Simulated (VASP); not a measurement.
# LiNbO (P4/mmm) in VASP: notebook, part 2 of 2

VASP 6.6.1. The steps go on from the part before.

### 3 Single point, PBE

Contents of INCAR:

```
PREC = Accurate
ENCUT = 520
EDIFF = 1E-6
ISMEAR = 0
SIGMA = 0.1
LREAL = F
LASPH = T
NELM = 60
ALGO = Normal
ISIF = 2
LWAVE = F
LCHARG = F
GGA = PE
NBANDS = 18
```

Contents of KPOINTS:

```
Automatic mesh
0
Gamma
  12 12 12
```

Contents of POSCAR:

```
LiNbO
1.0
    3.8659516156      0.0000000000      0.0000000000
    0.0000000000      3.8659516156      0.0000000000
    0.0000000000      0.0000000000      3.8737807407
Li Nb O
1 1 1
Direct
    0.0000000000      0.0000000000      0.0000000000
    0.5000000000      0.5000000000      0.0000000000
    0.5000000000      0.5000000000      0.5000000000
```

Potentials or basis: VASP PAW PBE potentials, release 64 (Li_sv, Nb_sv, O).

Launch:

```sh
cat potpaw_PBE.64/Li_sv/POTCAR potpaw_PBE.64/Nb_sv/POTCAR potpaw_PBE.64/O/POTCAR > POTCAR
mpirun -np 1 vasp_std > vasp.out
```

OUTCAR:

```text
PREC = Accurate
   ENCUT = 520
   EDIFF = 1E-6
   ISMEAR = 0
   LREAL = F
   LASPH = T
   NELM = 60
   ISIF = 2
   GGA = PE

 ion  position               nearest neighbor table
   1  0.000  0.000  0.000-   2 2.73   2 2.73   2 2.73   2 2.73
   2  0.500  0.500  0.000-   3 1.94   3 1.94   1 2.73   1 2.73   1 2.73   1 2.73
   3  0.500  0.500  0.500-   2 1.94   2 1.94

  LATTYP: Found a simple tetragonal cell.
 ALAT       =     3.8659516156
 C/A-ratio  =     1.0020251482

  Lattice vectors:

 A1 = (   3.8659516156,   0.0000000000,   0.0000000000)
 A2 = (   0.0000000000,   3.8659516156,   0.0000000000)
 A3 = (   0.0000000000,   0.0000000000,   3.8737807407)

Analysis of symmetry for initial positions (statically):
=====================================================================
 Subroutine PRICEL returns:
 Original cell was already a primitive cell.

 Routine SETGRP: Setting up the symmetry group for a
 simple tetragonal supercell.

 Subroutine GETGRP returns: Found 16 space group operations
[... 161 lines left out ...]
  ---------------------------------------------------
  ext. energy  EPLUGINS =         0.00000000
  ---------------------------------------------------
  free energy    TOTEN  =       -18.35662077 eV

  energy without entropy =      -18.34215633  energy(sigma->0) =      -18.34938855

 E-fermi :   3.6629     XC(G=0):  -8.7677

 val. band max:        3.6594130005   @ k =   0.3333   0.0000   0.2500
 cond. band min:       3.6659154752   @ k =   0.3333   0.0833   0.5000
 fundamental gap:      0.0065024747
 Fermi energy:         3.6628585761

 k-point     1 :       0.0000    0.0000    0.0000
  band No.  band energies     occupation
      1     -51.8517      2.00000
      2     -42.4130      2.00000
      3     -28.4111      2.00000
      4     -27.6966      2.00000
      5     -27.6966      2.00000
      6     -15.8968      2.00000
[... 481 lines left out ...]
      5     -27.7250      2.00000
      6     -15.8475      2.00000
[... 10 lines left out ...]
     17      10.1098      0.00000
     18      11.8654      0.00000

 [... further k-points ...]
[... 5 lines left out ...]
  --------------------------------------------------------------------------------------
  -------------------------------------------------------------------------------------
  Total       -0.0345921     -0.0345921     -0.1520702      0.0000000     -0.0000000     -0.0000000
  in kB       -0.9572801     -0.9572801     -4.2083024      0.0000000     -0.0000000     -0.0000000
  external PRESSURE =      -2.0409542 kB  Pullay stress =       0.0000000 kB

 VOLUME and BASIS-vectors are now :
 -----------------------------------------------------------------------------
  energy-cutoff  :      520.00
  volume of cell :       57.90
      direct lattice vectors                 reciprocal lattice vectors
     3.865951616  0.000000000  0.000000000     0.258668524  0.000000000  0.000000000
     0.000000000  3.865951616  0.000000000     0.000000000  0.258668524  0.000000000
     0.000000000  0.000000000  3.873780741     0.000000000  0.000000000  0.258145741

 POSITION                                       TOTAL-FORCE (eV/Angst)
 -----------------------------------------------------------------------------------
      0.00000      0.00000      0.00000         0.000000      0.000000      0.000000
      1.93298      1.93298      0.00000         0.000000      0.000000      0.000000
      1.93298      1.93298      1.93689         0.000000      0.000000      0.000000
 -----------------------------------------------------------------------------------
    total drift:                                0.000000      0.000000      0.000000

  FREE ENERGIE OF THE ION-ELECTRON SYSTEM (eV)
  ---------------------------------------------------
  free  energy   TOTEN  =       -18.3566207673 eV

  energy  without entropy=      -18.3421563348  energy(sigma->0) =      -18.34938855
```

OSZICAR:

```text
N       E                     dE             d eps       ncg     rms          rms(c)
DAV:   1     0.191582087556E+03    0.19158E+03   -0.11130E+04  7080   0.119E+03
DAV:   2    -0.481996696447E+01   -0.19640E+03   -0.19139E+03  9358   0.386E+02
DAV:   3    -0.203302446099E+02   -0.15510E+02   -0.15373E+02 12756   0.863E+01
DAV:   4    -0.209174874090E+02   -0.58724E+00   -0.58460E+00  9314   0.156E+01
DAV:   5    -0.209478354660E+02   -0.30348E-01   -0.30318E-01 11076   0.324E+00    0.113E+01
DAV:   6    -0.186938514283E+02    0.22540E+01   -0.20465E+01  9962   0.275E+01    0.588E+00
DAV:   7    -0.183466312500E+02    0.34722E+00   -0.25167E+00  9386   0.974E+00    0.256E+00
DAV:   8    -0.183553896774E+02   -0.87584E-02   -0.17841E-01 10534   0.380E+00    0.686E-01
DAV:   9    -0.183552654331E+02    0.12424E-03   -0.36097E-02 11790   0.138E+00    0.248E-01
DAV:  10    -0.183563961565E+02   -0.11307E-02   -0.23729E-03  8244   0.432E-01    0.880E-02
DAV:  11    -0.183565749113E+02   -0.17875E-03   -0.32179E-04  8848   0.146E-01    0.326E-02
DAV:  12    -0.183566190151E+02   -0.44104E-04   -0.98845E-05  8734   0.582E-02    0.130E-02
DAV:  13    -0.183566203727E+02   -0.13576E-05   -0.14419E-05  9920   0.272E-02    0.244E-03
DAV:  14    -0.183566207673E+02   -0.39453E-06   -0.14054E-06  7480   0.728E-03
   1 F= -.18356621E+02 E0= -.18349389E+02  d E =-.144644E-01
```

stdout:

```text
POSCAR found type information on POSCAR LiNbO
 POSCAR found :  3 types and       3 ions
 scaLAPACK will be used
 LDA part: xc-table for (Slater+PW92), standard interpolation
 POSCAR, INCAR and KPOINTS ok, starting setup
 FFT: planning ... GRIDC
 FFT: planning ... GRID_SOFT
 FFT: planning ... GRID
 WAVECAR not read
 entering main loop
```

It took 94 s on 1 thread of Intel Xeon 6975P-C (Granite Rapids), shared host; peak memory 0.33 GiB.

Results:

| Property | Result |
| --- | --- |
| Free energy | -18.3566 eV |
| Band gap on the k mesh | zero (band 11 reaches 5.46 eV, above the bottom of band 12 at 3.40 eV) |

Caveat: the cutoff is under 1.25 times the usual one of these potentials, so pressure, stress and relaxed cells hold a basis-set (Pulay) error.

### 4 Relaxation of cell and atoms, PBE

This run uses another cell than the first one, of 19.37 Å³/atom, 1.003 times its volume.

Contents of INCAR:

```
PREC     = Accurate       # precision mode
ENCUT    = 600            # plane-wave cutoff, eV
EDIFF    = 1E-6           # SCF threshold, eV
ISMEAR   = 0              # smearing method
SIGMA    = 0.1            # smearing width, eV
LREAL    = False          # projectors in reciprocal space
LASPH    = True           # aspherical terms in the spheres
NELM     = 80             # most SCF steps
ALGO     = Normal         # electronic algorithm
ISIF     = 3              # what is computed and relaxed
LWAVE    = False          # write WAVECAR
LCHARG   = False          # write CHGCAR
GGA      = PE             # functional
IBRION   = 2              # ionic algorithm
NSW      = 100            # ionic steps
EDIFFG   = -0.01          # ionic threshold
```

Contents of KPOINTS:

```
regular mesh
0
Gamma
  12 12 12
```

Contents of POSCAR:

```
LiNbO
1.0
    3.8718189780      0.0000000000      0.0000000000
    0.0000000000      3.8718189780      0.0000000000
    0.0000000000      0.0000000000      3.8754549258
Li Nb O
1 1 1
Direct
    0.0000000000      0.0000000000      0.0000000000
    0.5000000000      0.5000000000      0.0000000000
    0.5000000000      0.5000000000      0.5000000000
```

Launch:

```sh
cat potpaw_PBE.64/Li_sv/POTCAR potpaw_PBE.64/Nb_sv/POTCAR potpaw_PBE.64/O/POTCAR > POTCAR
mpirun -np 1 vasp_std > vasp.out
```

Run time: 3.3 min. Hardware: 1 thread of Intel Xeon 6975P-C (Granite Rapids), shared host; peak memory 0.36 GiB.

The run converged. Its results:

```yaml
Free_energy: -18.3594 eV
Relaxed_volume: 19.20 Å³/atom
Relaxed_cell: a = 3.857 Å, b = 3.857 Å, c = 3.870 Å, α = 90.00°, β = 90.00°, γ = 90.00°
Space_group_after_relaxing_to_0.05_Å: P4/mmm (No. 123)
Energy_gained_by_relaxing: 0.2 meV/atom
Ionic_steps: 5
Pressure_after_relaxing: 0.0 GPa
Band_gap_on_the_k_mesh: zero (band 11 reaches 5.52 eV, above the bottom of band 12 at 3.44 eV)
```

The path:
| step | energy change (eV) | largest force (eV/Å) | pressure (GPa) | volume (Å³) |
| --- | --- | --- | --- | --- |
| 1 | 0.0000 | 0.0000 | -0.43 | 58.10 |
| 2 | 0.0007 | 0.0000 | 0.53 | 57.66 |
| 3 | -0.0003 | 0.0000 | -0.09 | 57.94 |
| 4 | -0.0004 | 0.0000 | -0.05 | 57.80 |
| 5 | -0.0005 | 0.0000 | 0.03 | 57.59 |

Final structure:
```xyz
3
Lattice="3.8574 0.0000 0.0000 0.0000 3.8574 0.0000 0.0000 0.0000 3.8701" Properties=species:S:1:pos:R:3 pbc="T T T"
Li    0.0000    0.0000    0.0000
Nb    1.9287    1.9287    3.8701
O     1.9287    1.9287    1.9351
```

Levels at points of the mesh, in eV from the Fermi level:
| k point | band 9 | band 10 | band 11 | band 12 | band 13 | band 14 |
| --- | --- | --- | --- | --- | --- | --- |
| (0.00, 0.00, 0.00) | -3.66 | -3.25 | -0.97 | 0.74 | 0.74 | 0.88 |
| (0.50, 0.00, 0.00) | -3.61 | -2.20 | -0.32 | -0.07 | 0.82 | 1.22 |
| (0.50, 0.50, 0.00) | -3.58 | -1.27 | 0.17 | 0.17 | 1.77 | 2.02 |
| (0.00, 0.00, 0.50) | -5.03 | -2.36 | -0.73 | 0.96 | 1.19 | 3.36 |
| (0.50, 0.00, 0.50) | -4.96 | -1.69 | -0.15 | 1.52 | 2.11 | 2.54 |
| (0.50, 0.50, 0.50) | -5.53 | -0.78 | 1.82 | 1.90 | 1.90 | 3.03 |

Caveat: the cutoff is under 1.25 times the usual one of these potentials, so pressure, stress and relaxed cells hold a basis-set (Pulay) error.
